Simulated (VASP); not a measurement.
A run of VASP 6.6.1:

Contents of INCAR:

```
ALGO     = Normal         # electronic algorithm
EDIFF    = 1E-7           # SCF threshold, eV
EDIFFG   = -0.002         # ionic threshold
ENCUT    = 450            # plane-wave cutoff, eV
GGA      = PE             # functional
GGA_COMPAT= False        
IBRION   = 2              # ionic algorithm
ISIF     = 2              # what is computed and relaxed
ISMEAR   = 0              # smearing method
LASPH    = True           # aspherical terms in the spheres
LCHARG   = False          # write CHGCAR
LREAL    = False          # projectors in reciprocal space
LWAVE    = False          # write WAVECAR
NELM     = 120            # most SCF steps
NELMIN   = 4            
NSW      = 60             # ionic steps
PREC     = Accurate       # precision mode
SIGMA    = 0.02           # smearing width, eV
```

Contents of KPOINTS:

```
k-points
0
Gamma
  8 8 8
```

File POSCAR:

```
BAs
1.0
    0.0000000000      2.3805122038      2.4137191900
    2.3805122038      0.0000000000      2.4137191900
    2.3805122038      2.3805122038      0.0000000000
B As
1 1
Direct
    0.0000000000      0.0000000000      0.0000000000
    0.2500000000      0.2500000000      0.2500000000
```

Potentials or basis: VASP PAW PBE potentials, release 64 (B, As).

Command:

```sh
$ cat potpaw_PBE.64/B/POTCAR potpaw_PBE.64/As/POTCAR > POTCAR
$ mpirun -np 1 vasp_std > vasp.out
```

Hardware: 1 thread of Intel Xeon 8259CL, with other jobs on the host.

Q: Estimate the wall time of this run.

A: Wall time 15 s on 1 thread of Intel Xeon 8259CL, with other jobs on the host, peak memory 0.14 GiB. Counts: scf iterations 13, k points 59, ion steps 1.
